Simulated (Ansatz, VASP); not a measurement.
**One calculation of WC, two programs**

```
W C
1.0
     2.92177    0.00000    0.00000
    -1.46089    2.53033    0.00000
     0.00000    0.00000    2.84708
W C
1 1
Direct
  0.00000 0.00000 0.00000
  0.66667 0.33333 0.50000
```

Alike in both runs: task single point; functional PBE; k mesh 12 × 12 × 12; occupations gaussian, width 0.1 eV; no spin polarisation.

```csv
,VASP,Ansatz
version,VASP 6.6.1,Ansatz 0.2.0
potentials or method,"VASP PAW PBE potentials, release 64 (W_sv, C_h), cutoff 1300 eV","scalar-relativistic, plane waves, PAW"
valence electrons in the cell,18,18
```

VASP gave:

| Item | Value |
| --- | --- |
| gap on the k mesh at the Fermi level (eV) | none |
| pressure (GPa) | 1.1 |
| traceless stress, the component that is largest in VASP (GPa) | 0.10 |

Question: Which values does Ansatz return?

Answer: gap on the k mesh at the Fermi level (eV): none; pressure (GPa): 0.1; traceless stress, the component that is largest in VASP (GPa): -0.09.

A gap of «none» marks a metal or a gap that the smearing closes.

Spin-orbit coupling is off throughout.
